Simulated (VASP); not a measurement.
A run of VASP 6.6.1 is set up as follows.

Contents of INCAR:

```
ALGO = Normal ; EDIFF = 1E-6
ENCUT = 700 ; GGA = PE
GGA_COMPAT = False ; ISIF = 2
ISMEAR = -1 ; ISPIN = 2
LASPH = True ; LCHARG = False
LDAU = True ; LDAUJ = 0 0
LDAUL = 2 -1 ; LDAUPRINT = 1
LDAUTYPE = 2 ; LDAUU = 6 0
LMAXMIX = 4 ; LORBIT = 11
LREAL = False ; LWAVE = False
MAGMOM = 1 0 ; NBANDS = 23
NELM = 200 ; PREC = Accurate
SIGMA = 0.05
```

File KPOINTS:

```
k-points
0
Gamma
  11 11 11
```

The input POSCAR:

```
NiO
1.0
    0.0000000000      2.0859016414      2.0859016414
    2.0859016414      0.0000000000      2.0859016414
    2.0859016414      2.0859016414      0.0000000000
Ni O
1 1
Direct
    0.0000000000      0.0000000000      0.0000000000
    0.5000000000      0.5000000000      0.5000000000
```

Potentials or basis: VASP PAW PBE potentials, release 64 (Ni_sv_GW, O).

Launch:

```sh
$ cat potpaw_PBE.64/Ni_sv_GW/POTCAR potpaw_PBE.64/O/POTCAR > POTCAR
$ mpirun -np 1 vasp_std > vasp.out
```

Q: Estimate the net moment.

A: 2.00 μB per cell.

Q: Predict the pressure.

A: 11.5 GPa.

Q: Estimate the band gap on the k mesh.

A: 2.36 eV (least direct gap 3.31 eV).

Q: Estimate the site moments.

A: Ni +1.78; O +0.18 μB.

Eigenvalues of the final occupation matrices:
```csv
site,spin,trace,eigenvalues
site 1 d,1,4.75,0.94 0.94 0.94 0.97 0.97
site 1 d,2,2.99,0.10 0.10 0.93 0.93 0.93
```

Caveat: the cell stands under pressure; an odd mesh through Γ misses points on the zone boundary, where band edges can lie; a cell with one magnetic atom can't hold antiferromagnetic order, which such compounds often take.
